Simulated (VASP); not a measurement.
Tl, 3 atoms in the cell. The structure is monoclinic, space group C2/m (No. 12). The conventional cell has a = 6.162 Å, b = 3.634 Å, c = 8.618 Å, α = 90.00°, β = 102.52°, γ = 90.00°. Within 4.6 Å of Tl (site symmetry 2/m) lie 12 Tl at 3.47 to 3.63 Å. Tl (site symmetry m) has 12 Tl at 3.42 to 3.63 Å within 4.5 Å. 

* Program: VASP 6.6.1
* Task: single point
* Functional: PBE
* Potentials or basis: VASP PAW PBE potentials, release 64 (Tl_d)
* Cutoff: 520 eV
* k mesh: 14 × 14 × 6
* Occupations: gaussian, width 0.1 eV
* Spin: no spin polarisation
* Dipole correction: no
* Further INCAR settings: ALGO = Fast; EDIFF = 1e-06; NBANDS = 26

Potentials or basis: VASP PAW PBE potentials, release 64 (Tl_d).

The run is started by

```bash
$ cat potpaw_PBE.64/Tl_d/POTCAR > POTCAR
$ mpirun -np 1 vasp_std > vasp.out
```

Hardware: 1 thread of AMD EPYC 9R45 96-Core Processor (Zen 5) (shared host).

Q: How long does it take, and how much memory?

A: It took 4.1 min on 1 thread of AMD EPYC 9R45 96-Core Processor (Zen 5), on a shared host, peak memory 0.63 GiB. Counts: scf iterations 11, k points 324.
